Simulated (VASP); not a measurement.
Write the native input for VASP 6.6.1 that does the following.

| Property | Result |
| --- | --- |
| Task | relaxation of cell and atoms |
| Functional | PBE |
| Potentials or basis | VASP PAW PBE potentials, release 64 (Zn, H) |
| Cutoff | 600 eV |
| k mesh | 18 × 18 × 6 |
| Occupations | gaussian, width 0.1 eV |
| Spin | no spin polarisation |
| Dipole correction | no |
| Further INCAR settings | ALGO = Normal; EDIFF = 1e-06; IBRION = 2; EDIFFG = -0.01; NSW = 100; ISIF = 3 |

The structure of ZnH2 lies in POSCAR:

```
ZnH2
1.0
    2.6721697886      0.0000000000      0.0000000000
   -1.3360848943      2.3141669202      0.0000000000
    0.0000000000      0.0000000000      8.2482493798
Zn H
2 4
Direct
    0.3333333333      0.6666666667      0.2500000000
    0.6666666667      0.3333333333      0.7500000000
    0.3333333333      0.6666666667      0.6053744786
    0.6666666667      0.3333333333      0.1053744786
    0.3333333333      0.6666666667      0.8946255214
    0.6666666667      0.3333333333      0.3946255214
```

One way to write it, as run:

INCAR

```
PREC     = Accurate       # precision mode
ENCUT    = 600            # plane-wave cutoff, eV
EDIFF    = 1E-6           # SCF threshold, eV
ISMEAR   = 0              # smearing method
SIGMA    = 0.1            # smearing width, eV
LREAL    = False          # projectors in reciprocal space
LASPH    = True           # aspherical terms in the spheres
NELM     = 100            # most SCF steps
ALGO     = Normal         # electronic algorithm
ISIF     = 3              # what is computed and relaxed
LWAVE    = False          # write WAVECAR
LCHARG   = False          # write CHGCAR
GGA      = PE             # functional
IBRION   = 2              # ionic algorithm
NSW      = 100            # ionic steps
EDIFFG   = -0.01          # ionic threshold
```

KPOINTS

```
Automatic mesh
0
Gamma
  18 18 6
```

Potentials or basis: VASP PAW PBE potentials, release 64 (Zn, H).

Command:

```bash
$ cat potpaw_PBE.64/Zn/POTCAR potpaw_PBE.64/H/POTCAR > POTCAR
$ mpirun -np 1 vasp_std > vasp.out
```

Results of the run:

```json
{"Relaxed volume": "8.50 Å³/atom", "Relaxed cell": "a = 2.677 Å, b = 2.677 Å, c = 8.220 Å, α = 90.00°, β = 90.00°, γ = 120.00°", "Space group after relaxing (to 0.05 Å)": "P6_3/mmc (No. 194)", "Energy gained by relaxing": "0.1 meV/atom", "Ionic steps": "3", "Pressure after relaxing": "0.1 GPa", "Largest force after relaxing": "0.005 eV/Å", "Band gap on the k mesh": "zero (band 14 reaches 1.78 eV, above the bottom of band 15 at 0.89 eV)"}
```

Run time: 3.7 min on 1 thread of Intel(R) Xeon(R) Platinum 8488C (Sapphire Rapids), with other jobs on the host, peak memory 0.31 GiB.
